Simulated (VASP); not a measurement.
A run of VASP 6.6.1:

INCAR

```
SYSTEM = Na2S
PREC = Accurate
ENCUT = 500
EDIFF = 1E-6
ISMEAR = 0
SIGMA = 0.01
LREAL = .FALSE.
LASPH = .TRUE.
NELM = 120
ALGO = Normal
ISIF = 2
LWAVE = .FALSE.
LCHARG = .TRUE.
LELF = .TRUE.
LVHAR = .TRUE.
NBANDS = 17
GGA_COMPAT = .FALSE.
```

Contents of KPOINTS:

```
regular mesh
0
G
  8 8 8
  0 0 0
```

File POSCAR:

```
Na2S
1.0
    0.0000000000      3.2554374590      3.2554374590
    3.2554374590      0.0000000000      3.2554374590
    3.2554374590      3.2554374590      0.0000000000
Na S
2 1
Direct
    0.2500000000      0.2500000000      0.2500000000
    0.7500000000      0.7500000000      0.7500000000
    0.0000000000      0.0000000000      0.0000000000
```

Potentials or basis: VASP PAW LDA potentials, release 64 (Na_pv, S).

Launch:

```sh
$ cat potpaw_LDA.64/Na_pv/POTCAR potpaw_LDA.64/S/POTCAR > POTCAR
$ mpirun -np 1 vasp_std > vasp.out
```

Hardware: 1 thread of Intel Xeon 8259CL, with other jobs on the host.

Question: Estimate the wall time of this run.

Answer: Wall time 53 s on 1 thread of Intel Xeon 8259CL, on a shared host, peak memory 0.17 GiB. Counts: scf iterations 12, k points 29.
